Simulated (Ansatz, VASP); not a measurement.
**Two plane-wave programs on Ru**

```xyz
2
Lattice="2.6730 0.0000 0.0000 -1.3365 2.3149 0.0000 0.0000 0.0000 4.2281" Properties=species:S:1:pos:R:3 pbc="T T T"
Ru    0.0000    1.5432    1.0570
Ru    1.3365    0.7716    3.1711
```

Alike in both runs: functional LDA; k mesh 9 × 9 × 6; occupations gaussian, width 0.1 eV; no spin polarisation.

Ansatz relaxed the structure, and its values are those at the end. VASP's run is a single point on that final structure, the one shown.

```csv
,VASP,Ansatz
version,VASP 6.6.1,Ansatz 0.2.0
potentials or method,"VASP PAW LDA potentials, release 64 (Ru_pv), cutoff 520 eV","scalar-relativistic, plane waves, PAW"
valence electrons in the cell,28,32
```

Ansatz gave:

| Item | Value |
| --- | --- |
| gap on the k mesh at the Fermi level (eV) | none |
| pressure (GPa) | 0.0 |

Problem. Estimate VASP's values.

Solution. gap on the k mesh at the Fermi level (eV): none; pressure (GPa): 0.9.

Ansatz warns that its potentials were made for another functional, while VASP's fit it. LDA's correlation is that of Perdew and Zunger in VASP and of Perdew and Wang (1992) in Ansatz. A gap of «none» marks a metal or a gap that the smearing closes. VASP's potentials hold 28 valence electrons a cell and Ansatz's 32, so a difference there can come from the potentials and not from the codes.
